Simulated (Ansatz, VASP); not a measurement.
Given: the input of a run of VASP 6.6.1 on MoS2.

INCAR

```
SYSTEM = MoS2
  PREC = Accurate
  ENCUT = 520
  EDIFF = 1E-6
  ISMEAR = -1
  SIGMA = 0.05
  LREAL = .FALSE.
  LASPH = .TRUE.
  NELM = 60
  ALGO = Normal
  ISIF = 2
  LWAVE = .FALSE.
  LCHARG = .TRUE.
  GGA = RP
  IVDW = 12
  LELF = .TRUE.
  LVHAR = .TRUE.
  NBANDS = 35
```

The input KPOINTS:

```
regular mesh
0
G
  10 10 2
  0 0 0
```

The input POSCAR:

```
MoS2
1.0
    3.1415018360      0.0000000000      0.0000000000
   -1.5707509180      2.7206203960      0.0000000000
    0.0000000000      0.0000000000     21.3776537535
Mo S
2 4
Direct
    0.3333333333      0.6666666667      0.8511602300
    0.6666666667      0.3333333333      0.1488397700
    0.6666666667      0.3333333333      0.7796253900
    0.3333333333      0.6666666667      0.0772510000
    0.6666666667      0.3333333333      0.9227490000
    0.3333333333      0.6666666667      0.2203746100
```

Potentials or basis: VASP PAW PBE potentials, release 64 (Mo_sv, S).

Launch:

```sh
$ cat potpaw_PBE.64/Mo_sv/POTCAR potpaw_PBE.64/S/POTCAR > POTCAR
$ mpirun -np 1 vasp_std > vasp.out
```

Q: Set up the same calculation for Ansatz 0.2.0. Potentials there: Ansatz PAW.

A: As run (the cutoff follows the program's own potentials):

The input input.yaml:

```yaml
crystal:
  lattice:
    - [3.141501836, 0.0, 0.0]
    - [-1.570750918, 2.720620396, 0.0]
    - [0.0, 0.0, 21.3776537535]
  atoms:
    - { symbol: Mo, position: [0.3333333333, 0.6666666667, 0.85116023] }
    - { symbol: Mo, position: [0.6666666667, 0.3333333333, 0.14883977] }
    - { symbol: S, position: [0.6666666667, 0.3333333333, 0.77962539] }
    - { symbol: S, position: [0.3333333333, 0.6666666667, 0.077251] }
    - { symbol: S, position: [0.6666666667, 0.3333333333, 0.922749] }
    - { symbol: S, position: [0.3333333333, 0.6666666667, 0.22037461] }
hamiltonian:
  xc: rpbe
  pseudopotentials: { kind: paw }
  dispersion: d3bj
kpoints:
  mp_grid: { grid: [10, 10, 2] }
scf:
  occupations: { method: fermi_dirac, width: 0.05 }
output:
  forces: true
  stress: true
  eigenvalues: true
```

Potentials or basis: Ansatz PAW.

The run is started by

```sh
$ ansatz run input.yaml --threads 2 --pin off --max-ram 5120MiB --backend cpu --events-out ev --progress --plain --runs-dir out
```

Both were run:

|  | VASP | Ansatz | Ansatz less VASP |
| --- | --- | --- | --- |
| gap on the k mesh at the Fermi level (eV) | 1.48 | 1.46 | -0.018 |
| least direct gap on the mesh (eV) | 2.00 | 2.00 | -0.004 |
| rms of the force components (eV/Å) | 0.125 | 0.138 | +0.0132 |

VASP's potentials were made for PBE, not for RPBE. Atom by atom the forces differ by 0.014 eV/Å (rms over components).
